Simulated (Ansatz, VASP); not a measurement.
One calculation of In, two programs

INCAR

```
PREC = Accurate
ENCUT = 520
EDIFF = 1E-6
ISMEAR = -1
SIGMA = 0.05
LREAL = False
LASPH = True
NELM = 100
ALGO = Normal
ISIF = 2
LWAVE = False
LCHARG = False
GGA = PS
NBANDS = 26
```

KPOINTS

```
regular mesh
0
Gamma
  14 14 14
```

POSCAR

```
In
1.0
    1.6195477121      0.9350463075      8.2074632500
   -1.6195477121      0.9350463075      8.2074632500
    0.0000000000     -1.8700926151      8.2074632500
In
3
Direct
    0.0000000000      0.0000000000      0.0000000000
    0.7780122400      0.7780122400      0.7780122400
    0.2219877600      0.2219877600      0.2219877600
```

Input for Ansatz:

```yaml
crystal:
  lattice:
    - [1.6195477121, 0.9350463075, 8.20746325]
    - [-1.6195477121, 0.9350463075, 8.20746325]
    - [0.0, -1.8700926151, 8.20746325]
  atoms:
    - { symbol: In, position: [0.0, 0.0, 0.0] }
    - { symbol: In, position: [0.77801224, 0.77801224, 0.77801224] }
    - { symbol: In, position: [0.22198776, 0.22198776, 0.22198776] }
kpoints:
  mp_grid: { grid: [14, 14, 14] }
  band_path:
    path:
      - [0.0, 0.0, 0.0]
      - [0.5, 0.5, 0.5]
      - [0.8246805249, 0.1753194751, 0.5]
      - [0.5, -0.1753194751, 0.1753194751]
      - [0.5, 0.0, 0.0]
      - [0.0, 0.0, 0.0]
      - [0.3376597375, -0.3376597375, 0.0]
      - [0.6623402625, 0.0, 0.3376597375]
      - [0.5, 0.0, 0.5]
    npoints: 5
scf:
  occupations: { method: fermi_dirac, width: 0.05 }
hamiltonian:
  xc: pbesol
  pseudopotentials: { kind: all_electron, lapw: { basis_error: 0.0005 } }
output:
  forces: true
  stress: true
  eigenvalues: true
```

Change from the starting cell: equal xx and yy strain of -3 %.

Alike in both runs: task single point; functional PBEsol; k mesh 14 × 14 × 14; occupations fermi-dirac, width 0.05 eV; no spin polarisation.

|  | VASP | Ansatz |
| --- | --- | --- |
| version | VASP 6.6.1 | Ansatz 0.2.0 |
| potentials or method | VASP PAW PBE potentials, release 64 (In_d), cutoff 520 eV | all-electron LAPW, scalar-relativistic |

Ansatz gave:

- pressure (GPa): 1.5
- rms of the force components (eV/Å): 0.013

Question: Which values does VASP return?

Answer: Pressure (GPa): 1.4; rms of the force components (eV/Å): 0.013.

VASP's potentials were made for PBE, not for PBEsol. Atom by atom the forces differ by 0.000 eV/Å (rms over components). Ansatz ran all-electron here, and VASP with PAW potentials.
